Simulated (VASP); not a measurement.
# WC (P-6m2) in VASP: further runs

The runs below take WC through single point, with r2SCAN.

Everything below comes from runs of VASP 6.6.1. Logs are shortened: lines on timing, memory, paths and dates and some standing lists are left out, and cuts for length are marked.

**1. The cell of the first run**

The structure is hexagonal, space group P-6m2 (No. 187). The conventional cell has a = 2.923 Å, b = 2.923 Å, c = 2.845 Å, α = 90.00°, β = 90.00°, γ = 120.00°. W (site symmetry -6m2) has 6 C at 2.21 Å and 2 W at 2.84 Å within 2.9 Å. C (site symmetry -6m2) has 6 W at 2.21 Å and 2 C at 2.84 Å within 2.9 Å.

**2. Single point, r2SCAN**

File POSCAR:

```
WC
1.0
    2.9227510284      0.0000000000      0.0000000000
   -1.4613755142      2.5311766395      0.0000000000
    0.0000000000      0.0000000000      2.8449959301
W C
1 1
Direct
    0.0000000000      0.0000000000      0.0000000000
    0.6666666667      0.3333333333      0.5000000000
```

File INCAR.step1:

```
SYSTEM = WC
PREC     = Accurate       ! precision mode
ENCUT    = 520            ! plane-wave cutoff, eV
ISMEAR   = 0              ! smearing method
SIGMA    = 0.05           ! smearing width, eV
LREAL    = .False.        ! projectors in reciprocal space
LASPH    = .True.         ! aspherical terms in the spheres
NELM     = 60             ! most SCF steps
NBANDS   = 16             ! bands
GGA      = PE             ! functional
ALGO     = Normal         ! electronic algorithm
EDIFF    = 1E-4           ! SCF threshold, eV
LWAVE    = .True.         ! write WAVECAR
LCHARG   = .False.        ! write CHGCAR
```

File INCAR.step2:

```
SYSTEM = WC
PREC     = Accurate       ! precision mode
ENCUT    = 520            ! plane-wave cutoff, eV
EDIFF    = 1E-6           ! SCF threshold, eV
ISMEAR   = 0              ! smearing method
SIGMA    = 0.05           ! smearing width, eV
LREAL    = .False.        ! projectors in reciprocal space
LASPH    = .True.         ! aspherical terms in the spheres
NELM     = 60             ! most SCF steps
ALGO     = Normal         ! electronic algorithm
ISIF     = 2              ! what is computed and relaxed
LWAVE    = .False.        ! write WAVECAR
LCHARG   = .True.         ! write CHGCAR
METAGGA  = R2SCAN         ! meta-GGA
LMIXTAU  = .True.       
LELF     = .True.         ! ELF
LVHAR    = .True.       
NBANDS   = 16             ! bands
ISTART   = 1
```

File KPOINTS:

```
Automatic mesh
0
Gamma
  14 14 12
  0 0 0
```

Potentials or basis: VASP PAW PBE potentials, release 64 (W_sv, C).

Launch:

```bash
cat potpaw_PBE.64/W_sv/POTCAR potpaw_PBE.64/C/POTCAR > POTCAR
cp INCAR.step1 INCAR
mpirun -np 1 vasp_std > vasp.out
cp INCAR.step2 INCAR
mpirun -np 1 vasp_std > vasp.out
```

OUTCAR:

```text
SYSTEM = WC
   PREC = Accurate
   ENCUT = 520
   EDIFF = 1E-6
   ISMEAR = 0
   LREAL = .False.
   LASPH = .True.
   NELM = 60
   ISIF = 2
   METAGGA = R2SCAN
   ISTART = 1

 ion  position               nearest neighbor table
   1  0.000  0.000  0.000-   2 2.21   2 2.21   2 2.21   2 2.21   2 2.21   2 2.21
   2  0.667  0.333  0.500-   1 2.21   1 2.21   1 2.21   1 2.21   1 2.21   1 2.21

  LATTYP: Found a hexagonal cell.
 ALAT       =     2.9227510284
 C/A-ratio  =     0.9733966056

  Lattice vectors:

 A1 = (   2.9227510284,   0.0000000000,   0.0000000000)
 A2 = (  -1.4613755142,   2.5311766395,   0.0000000000)
 A3 = (   0.0000000000,   0.0000000000,   2.8449959301)

Analysis of symmetry for initial positions (statically):
=====================================================================
 Subroutine PRICEL returns:
 Original cell was already a primitive cell.

 Routine SETGRP: Setting up the symmetry group for a
 hexagonal supercell.

 Subroutine GETGRP returns: Found 12 space group operations
 (whereof 12 operations were pure point group operations)
 out of a pool of 24 trial point group operations.

The static configuration has the point symmetry D_3h.

Analysis of symmetry for dynamics (positions and initial velocities):
=====================================================================
 Subroutine PRICEL returns:
 Original cell was already a primitive cell.

 Routine SETGRP: Setting up the symmetry group for a
 hexagonal supercell.

 Subroutine GETGRP returns: Found 12 space group operations
 (whereof 12 operations were pure point group operations)
 out of a pool of 24 trial point group operations.

The dynamic configuration has the point symmetry D_3h.

 Subroutine INISYM returns: Found 12 space group operations
 (whereof 12 operations are pure point group operations),
 and found     1 'primitive' translations

----------------------------------------------------------------------------------------

                                     Primitive cell

  volume of cell :      21.0473

  direct lattice vectors                    reciprocal lattice vectors
     2.922751028  0.000000000  0.000000000     0.342143409  0.197536589  0.000000000
    -1.461375514  2.531176639  0.000000000     0.000000000  0.395073178  0.000000000
     0.000000000  0.000000000  2.844995930     0.000000000  0.000000000  0.351494352

  length of vectors
     2.922751028  2.922751028  2.844995930     0.395073178  0.395073178  0.351494352

  position of ions in fractional coordinates (direct lattice)
     0.000000000  0.000000000  0.000000000
     0.666666667  0.333333333  0.500000000

  ion indices of the primitive-cell ions
   primitive index   ion index
                 1           1
                 2           2

----------------------------------------------------------------------------------------

 KPOINTS: Automatic mesh

Automatic generation of k-mesh.
 Grid dimensions read from file:
 generate k-points for:   14   14   12

 Generating k-lattice:

  Cartesian coordinates                     Fractional coordinates (reciprocal lattice)
     0.024438815  0.014109756  0.000000000     0.071428571  0.000000000  0.000000000
     0.000000000  0.028219513  0.000000000     0.000000000  0.071428571  0.000000000
     0.000000000  0.000000000  0.029291196     0.000000000  0.000000000  0.083333333

  Length of vectors
     0.028219513  0.028219513  0.029291196

  Shift w.r.t. Gamma in fractional coordinates (k-lattice)
     0.000000000  0.000000000  0.000000000

 Subroutine IBZKPT returns following result:
 ===========================================

 Found    168 irreducible k-points:

 Following reciprocal coordinates:
            Coordinates               Weight
  0.000000  0.000000  0.000000      1.000000
  0.071429  0.000000  0.000000      6.000000
  0.142857  0.000000  0.000000      6.000000
  0.214286  0.000000  0.000000      6.000000
  0.285714  0.000000  0.000000      6.000000
  0.357143  0.000000  0.000000      6.000000
[... 16 lines left out ...]
  0.285714  0.285714  0.000000      6.000000
  0.357143  0.285714  0.000000      6.000000
 [... further k-points ...]
   k-points           NKPTS =    168   k-points in BZ     NKDIM =    168   number of bands    NBANDS=     16
   number of dos      NEDOS =    301   number of ions     NIONS =      2
   total plane-waves  NPLWV =  13824
   dimension x,y,z NGX =    24 NGY =   24 NGZ =   24
   dimension x,y,z NGXF=    48 NGYF=   48 NGZF=   48
   ions per type =               1   1
   NGX,Y,Z   is equivalent  to a cutoff of  13.65, 13.65, 14.02 a.u.
   NGXF,Y,Z  is equivalent  to a cutoff of  27.30, 27.30, 28.05 a.u.
 SYSTEM =  WC
   PREC   = accura    normal or accurate (medium, high low for compatibility)
   ISTART =      1    job   : 0-new  1-cont  2-samecut
   ICHARG =      0    charge: 1-file 2-atom 10-const
   ISPIN  =      1    spin polarized calculation?
   LNONCOLLINEAR =      F non collinear calculations
[... 50 lines left out ...]

  energy without entropy =      -61.61238948  energy(sigma->0) =      -61.61258414

 E-fermi :  10.7581     XC(G=0): -14.8799

 val. band max:       10.7446061025   @ k =   0.0714   0.0714   0.4167
 cond. band min:      10.7667033389   @ k =   0.0714   0.0000   0.3333
 fundamental gap:      0.0220972364
 Fermi energy:        10.7580595309

 k-point     1 :       0.0000    0.0000    0.0000
  band No.  band energies     occupation
      1     -65.2137      2.00000
      2     -28.5152      2.00000
      3     -28.4223      2.00000
      4     -28.4223      2.00000
      5      -4.3696      2.00000
      6       6.3576      2.00000
[... 8 lines left out ...]
     15      25.8981      0.00000
     16      28.2012      0.00000

 k-point     2 :       0.0714    0.0000    0.0000
  band No.  band energies     occupation
      1     -65.2107      2.00000
      2     -28.5097      2.00000
      3     -28.4649      2.00000
      4     -28.4319      2.00000
      5      -4.2342      2.00000
      6       6.4029      2.00000
[... 8 lines left out ...]
     15      25.6002      0.00000
     16      28.4954      0.00000

 k-point     3 :       0.1429    0.0000    0.0000
  band No.  band energies     occupation
      1     -65.2023      2.00000
      2     -28.5829      2.00000
      3     -28.4944      2.00000
      4     -28.4587      2.00000
      5      -3.8454      2.00000
      6       6.1690      2.00000
[... 8 lines left out ...]
     15      25.2503      0.00000
     16      29.3219      0.00000

 k-point     4 :       0.2143    0.0000    0.0000
  band No.  band energies     occupation
      1     -65.1902      2.00000
      2     -28.7501      2.00000
      3     -28.4972      2.00000
      4     -28.4723      2.00000
      5      -3.2535      2.00000
      6       5.4601      2.00000
[... 8 lines left out ...]
     15      25.3221      0.00000
     16      30.0419      0.00000

 k-point     5 :       0.2857    0.0000    0.0000
  band No.  band energies     occupation
      1     -65.1767      2.00000
      2     -28.9311      2.00000
      3     -28.5396      2.00000
      4     -28.4475      2.00000
      5      -2.5386      2.00000
      6       4.7174      2.00000
[... 8 lines left out ...]
     15      26.0281      0.00000
     16      29.0504      0.00000

 k-point     6 :       0.3571    0.0000    0.0000
  band No.  band energies     occupation
      1     -65.1645      2.00000
      2     -29.0905      2.00000
      3     -28.5775      2.00000
      4     -28.4251      2.00000
      5      -1.8138      2.00000
      6       4.0904      2.00000
[... 8 lines left out ...]
     15      26.2638      0.00000
     16      28.1788      0.00000
[... 267 lines left out ...]
 k-point    21 :       0.2857    0.2143    0.0000
  band No.  band energies     occupation
      1     -65.1530      2.00000
      2     -29.0983      2.00000
      3     -28.7623      2.00000
      4     -28.4041      2.00000
      5      -0.9597      2.00000
      6       3.9394      2.00000
[... 8 lines left out ...]
     15      26.8856      0.00000
     16      28.2981      0.00000

 k-point    22 :       0.3571    0.2143    0.0000
  band No.  band energies     occupation
      1     -65.1484      2.00000
      2     -29.1263      2.00000
      3     -28.8089      2.00000
      4     -28.3956      2.00000
      5      -0.5787      2.00000
      6       3.8186      2.00000
[... 8 lines left out ...]
     15      26.2737      0.00000
     16      28.5657      0.00000

 k-point    23 :       0.2857    0.2857    0.0000
  band No.  band energies     occupation
      1     -65.1478      2.00000
      2     -29.0817      2.00000
      3     -28.8664      2.00000
      4     -28.3944      2.00000
      5      -0.5128      2.00000
      6       3.9250      2.00000
[... 8 lines left out ...]
     15      26.9990      0.00000
     16      28.1125      0.00000

 k-point    24 :       0.3571    0.2857    0.0000
  band No.  band energies     occupation
      1     -65.1459      2.00000
      2     -29.0567      2.00000
      3     -28.9227      2.00000
      4     -28.3910      2.00000
      5      -0.3418      2.00000
      6       3.9561      2.00000
[... 8 lines left out ...]
     15      26.7383      0.00000
     16      27.5552      0.00000

 [... further k-points ...]
[... 5 lines left out ...]
  --------------------------------------------------------------------------------------
  -------------------------------------------------------------------------------------
  Total       -0.3077739     -0.3077739     -0.2702620      0.0000000      0.0000000      0.0000000
  in kB      -23.4286068    -23.4286068    -20.5730939      0.0000000      0.0000000      0.0000000
  external PRESSURE =     -22.4767691 kB  Pullay stress =       0.0000000 kB

 VOLUME and BASIS-vectors are now :
 -----------------------------------------------------------------------------
  energy-cutoff  :      520.00
  volume of cell :       21.05
      direct lattice vectors                 reciprocal lattice vectors
     2.922751028  0.000000000  0.000000000     0.342143409  0.197536589  0.000000000
    -1.461375514  2.531176639  0.000000000     0.000000000  0.395073178  0.000000000
     0.000000000  0.000000000  2.844995930     0.000000000  0.000000000  0.351494352

 POSITION                                       TOTAL-FORCE (eV/Angst)
 -----------------------------------------------------------------------------------
      0.00000      0.00000      0.00000        -0.000000      0.000000      0.000000
      1.46138      0.84373      1.42250         0.000000      0.000000      0.000000
 -----------------------------------------------------------------------------------
    total drift:                               -0.000000      0.000000      0.000000

  FREE ENERGIE OF THE ION-ELECTRON SYSTEM (eV)
  ---------------------------------------------------
  free  energy   TOTEN  =       -61.6127788009 eV

  energy  without entropy=      -61.6123894797  energy(sigma->0) =      -61.61258414
```

It took 3.3 min on 1 thread of AMD EPYC 7R13 (Zen 3), shared host; peak memory 0.16 GiB.

Results:

```yaml
Free_energy: -61.6128 eV
Pressure: -2.2 GPa
Band_gap_on_the_k_mesh: zero (band 9 reaches 11.53 eV, above the bottom of band 10 at 10.21 eV)
```

Stress tensor (GPa, compression positive):
```
-2.34  0.00  0.00
 0.00 -2.34  0.00
 0.00  0.00 -2.06
```

Caveat: the PAW data sets were made with another functional, which shifts forces and pressure a little; spin-orbit coupling is left out, which moves the levels of the heavy elements.

**3. Single point, r2SCAN (volume scaled by 1.020)**

File POSCAR:

```
WC
1.0
    2.9328322348      0.0000000000      0.0000000000
   -1.4664161174      2.5399072204      0.0000000000
    0.0000000000      0.0000000000      2.8524589995
W C
1 1
Direct
    0.0000000000      0.0000000000      0.0000000000
    0.6666666667      0.3333333333      0.5000000000
```

File INCAR.step1:

```
SYSTEM = WC
PREC     = Accurate       ! precision mode
ENCUT    = 520            ! plane-wave cutoff, eV
ISMEAR   = 0              ! smearing method
SIGMA    = 0.05           ! smearing width, eV
LREAL    = .FALSE.        ! projectors in reciprocal space
LASPH    = .TRUE.         ! aspherical terms in the spheres
NELM     = 80             ! most SCF steps
NBANDS   = 16             ! bands
GGA      = PE             ! functional
ALGO     = Normal         ! electronic algorithm
EDIFF    = 1E-4           ! SCF threshold, eV
LWAVE    = .TRUE.         ! write WAVECAR
LCHARG   = .FALSE.        ! write CHGCAR
```

File INCAR.step2:

```
SYSTEM = WC
PREC     = Accurate       ! precision mode
ENCUT    = 520            ! plane-wave cutoff, eV
EDIFF    = 1E-6           ! SCF threshold, eV
ISMEAR   = 0              ! smearing method
SIGMA    = 0.05           ! smearing width, eV
LREAL    = .FALSE.        ! projectors in reciprocal space
LASPH    = .TRUE.         ! aspherical terms in the spheres
NELM     = 80             ! most SCF steps
ALGO     = Normal         ! electronic algorithm
ISIF     = 2              ! what is computed and relaxed
LWAVE    = .FALSE.        ! write WAVECAR
LCHARG   = .FALSE.        ! write CHGCAR
METAGGA  = R2SCAN         ! meta-GGA
LMIXTAU  = .TRUE.       
NBANDS   = 16             ! bands
ISTART   = 1
```

File KPOINTS:

```
Automatic mesh
0
G
  14 14 12
  0 0 0
```

Potentials or basis: VASP PAW PBE potentials, release 64 (W_sv, C).

Launch:

```bash
cat potpaw_PBE.64/W_sv/POTCAR potpaw_PBE.64/C/POTCAR > POTCAR
cp INCAR.step1 INCAR
mpirun -np 1 vasp_std > vasp.out
cp INCAR.step2 INCAR
mpirun -np 1 vasp_std > vasp.out
```

Run time: 3.1 min. Hardware: 1 thread of AMD EPYC 7R13 (Zen 3), shared host; peak memory 0.16 GiB.

The run converged. Its results:

```
Free energy            : -61.6078 eV
Pressure               : -5.9 GPa
Band gap on the k mesh : zero (band 9 reaches 11.39 eV, above the bottom of band 10 at 10.09 eV)
```

Stress tensor (GPa, compression positive):
```
-6.00  0.00  0.00
 0.00 -6.00  0.00
 0.00  0.00 -5.73
```

Levels at points of the mesh, in eV from the Fermi level:
```
           k point  band 5  band 6  band 7  band 8  band 9  band 10  band 11  band 12  band 13  band 14
(0.00, 0.00, 0.00)  -15.06   -4.35   -3.40   -3.40    0.13     3.31     3.31     5.84     5.84     6.61
(0.50, 0.00, 0.00)  -11.73   -7.22   -3.62   -3.58   -0.52     2.44     4.58     4.92     7.16     9.99
(0.00, 0.00, 0.50)  -11.07   -8.85   -2.06   -2.06   -0.54    -0.54     3.78     4.76     4.76    10.42
(0.50, 0.00, 0.50)  -11.85   -6.57   -4.38   -4.31    0.19     4.44     5.33     6.76     9.42    10.42
```

Caveat: the PAW data sets were made with another functional, which shifts forces and pressure a little; spin-orbit coupling is left out, which moves the levels of the heavy elements.

**4. Single point, r2SCAN (volume scaled by 1.040)**

File POSCAR:

```
WC
1.0
    2.9535524765      0.0000000000      0.0000000000
   -1.4767762382      2.5578514760      0.0000000000
    0.0000000000      0.0000000000      2.8677258905
W C
1 1
Direct
    0.0000000000      0.0000000000      0.0000000000
    0.6666666667      0.3333333333      0.5000000000
```

File INCAR.step1:

```
SYSTEM = WC
  ALGO = Normal
  EDIFF = 1E-4
  ENCUT = 520
  GGA = PE
  ISMEAR = 0
  LASPH = .True.
  LCHARG = .False.
  LREAL = .False.
  LWAVE = .True.
  NBANDS = 16
  NELM = 60
  PREC = Accurate
  SIGMA = 0.05
```

File INCAR.step2:

```
SYSTEM = WC
  ALGO = Normal
  EDIFF = 1E-7
  ENCUT = 520
  ISIF = 2
  ISMEAR = 0
  ISTART = 1
  LASPH = .True.
  LCHARG = .True.
  LELF = .True.
  LMIXTAU = .True.
  LREAL = .False.
  LVHAR = .True.
  LWAVE = .False.
  METAGGA = R2SCAN
  NBANDS = 16
  NELM = 60
  PREC = Accurate
  SIGMA = 0.05
```

File KPOINTS:

```
k-points
0
Gamma
  14 14 12
  0 0 0
```

Launch:

```bash
cat potpaw_PBE.64/W_sv/POTCAR potpaw_PBE.64/C/POTCAR > POTCAR
cp INCAR.step1 INCAR
mpirun -np 1 vasp_std > vasp.out
cp INCAR.step2 INCAR
mpirun -np 1 vasp_std > vasp.out
```

Wall time 3.5 min (1 thread of AMD EPYC 7R13 (Zen 3), shared host); peak memory 0.16 GiB.

The run converged. Its results:

```yaml
Free_energy: -61.5834 eV
Pressure: -12.9 GPa
Band_gap_on_the_k_mesh: zero (band 9 reaches 11.11 eV, above the bottom of band 10 at 9.84 eV)
```

Stress tensor (GPa, compression positive):
```
-12.99   0.00   0.00
  0.00 -12.99   0.00
  0.00   0.00 -12.71
```

Levels at points of the mesh, in eV from the Fermi level:
```
           k point  band 6  band 7  band 8  band 9  band 10  band 11  band 12  band 13
(0.00, 0.00, 0.00)   -4.24   -3.34   -3.34    0.14     3.22     3.22     5.73     5.73
(0.50, 0.00, 0.00)   -7.13   -3.52   -3.49   -0.52     2.38     4.45     4.77     7.04
(0.00, 0.00, 0.50)   -8.72   -2.03   -2.03   -0.52    -0.52     3.72     4.70     4.70
(0.50, 0.00, 0.50)   -6.45   -4.30   -4.25    0.15     4.30     5.18     6.57     9.21
```

Caveat: the PAW data sets were made with another functional, which shifts forces and pressure a little; spin-orbit coupling is left out, which moves the levels of the heavy elements.

**5. Overview**

| cell | gap on the mesh (eV) | pressure (GPa) |
| --- | --- | --- |
| a = 2.923, b = 2.923, c = 2.845 Å, angles 90.0, 90.0, 120.0°, 2 atoms | none | -2.2 |
| a = 2.933, b = 2.933, c = 2.852 Å, angles 90.0, 90.0, 120.0°, 2 atoms | none | -5.9 |
| a = 2.954, b = 2.954, c = 2.868 Å, angles 90.0, 90.0, 120.0°, 2 atoms | none | -12.9 |

Alike in all rows: task single point; level r2SCAN; potentials or basis VASP PAW PBE potentials, release 64 (W_sv, C); no spin polarisation; k mesh 14 × 14 × 12; cutoff (eV) 520; smearing gaussian 0.05 eV.

Caveats: the PAW data sets were made with another functional, which shifts forces and pressure a little; spin-orbit coupling is left out, which moves the levels of the heavy elements.

Total energies depend on the potentials used, so only differences within one code and one set of settings carry meaning.
